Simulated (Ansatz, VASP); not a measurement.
## N in VASP and in Ansatz

```xyz
2
Lattice="9.0000 0.0000 0.0000 0.0000 9.5000 0.0000 0.0000 0.0000 10.0000" Properties=species:S:1:pos:R:3 pbc="T T T"
N     4.5000    4.7500    4.4501
N     4.5000    4.7500    5.5499
```

Alike in both runs: functional PBEsol; k mesh 1 × 1 × 1; occupations gaussian, width 0.02 eV; no spin polarisation.

Ansatz relaxed the structure, and its values are those at the end. VASP's run is a single point on that final structure, the one shown.

|  | VASP | Ansatz |
| --- | --- | --- |
| version | VASP 6.6.1 | Ansatz 0.2.0 |
| potentials or method | VASP PAW PBE potentials, release 64 (N), cutoff 520 eV | plane waves, PAW |
| valence electrons in the cell | 10 | 10 |

|  | VASP | Ansatz | Ansatz less VASP |
| --- | --- | --- | --- |
| gap on the k mesh at the Fermi level (eV) | 8.19 | 8.23 | +0.042 |
| rms of the force components (eV/Å) | 1.087 | 0.001 | -1.0857 |

VASP's potentials were made for PBE, not for PBEsol. One of these differences is far larger than is usual between the two programs; its cause wasn't traced. Ansatz's warnings: stress scf threshold loose.

Noted on VASP's run: the standard files for N, O and F lose accuracy on very short bonds.
